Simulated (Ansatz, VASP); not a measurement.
# Two plane-wave programs on Mn

The input INCAR:

```
PREC = Accurate
ENCUT = 500
EDIFF = 1E-6
ISMEAR = -1
SIGMA = 0.05
LREAL = F
LASPH = T
NELM = 200
ALGO = Normal
ISIF = 2
LWAVE = F
LCHARG = T
ISPIN = 2
MAGMOM = 3
LORBIT = 11
LMAXMIX = 4
GGA = PE
LELF = T
LVHAR = T
NBANDS = 16
GGA_COMPAT = F
```

File KPOINTS:

```
Automatic mesh
0
Gamma
  17 17 17
```

The input POSCAR:

```
Mn
1.0
    0.0000000000      1.8185951455      1.8185951455
    1.8185951455      0.0000000000      1.8185951455
    1.8185951455      1.8185951455      0.0000000000
Mn
1
Direct
    0.0000000000      0.0000000000      0.0000000000
```

Input for Ansatz:

```yaml
crystal:
  lattice:
    - [0.0, 1.8185951455, 1.8185951455]
    - [1.8185951455, 0.0, 1.8185951455]
    - [1.8185951455, 1.8185951455, 0.0]
  atoms:
    - { symbol: Mn, position: [0.0, 0.0, 0.0], spin: 3.0 }
hamiltonian:
  xc: pbe
  pseudopotentials:
    kind: paw
    azcp:
      Mn: "pseudopotentials/Mn.paw.azcp"
basis:
  ecutwfc: 420
  fft_grid_basis: typed
kpoints:
  mp_grid: { grid: [17, 17, 17], shift: [0, 0, 0] }
magnetization:
  spin_polarized: true
scf:
  occupations: { method: fermi_dirac, width: 0.05 }
  lower_state_search: "off"
output:
  stress: true
  write_density: true
  write_potential: true
  elf: true
  volumetric_format: npy
```

Alike in both runs: task single point; functional PBE; k mesh 17 × 17 × 17; occupations fermi-dirac, width 0.05 eV; collinear spin.

|  | VASP | Ansatz |
| --- | --- | --- |
| version | VASP 6.6.1 | Ansatz 0.2.0 |
| potentials or method | VASP PAW PBE potentials, release 64 (Mn_pv), cutoff 500 eV | plane waves (420 eV) with PAW, scalar-relativistic |
| valence electrons in the cell | 13 | 15 |

|  | VASP | Ansatz | Ansatz less VASP |
| --- | --- | --- | --- |
| pressure (GPa) | -24.5 | -24.5 | +0.06 |
| net moment per atom (μB) | 0.18 | 0.17 | -0.016 |
| size of the moment on the site where the two differ most (μB) | 0.18 | 0.17 | -0.016 |

Site moments also hang on the region over which each program counts them. The functional is the same, so the differences come from potentials, cutoffs and numerics. VASP's potentials hold 13 valence electrons a cell and Ansatz's 15, so a difference there can come from the potentials and not from the codes. Ansatz's warnings: seeded moment not kept.
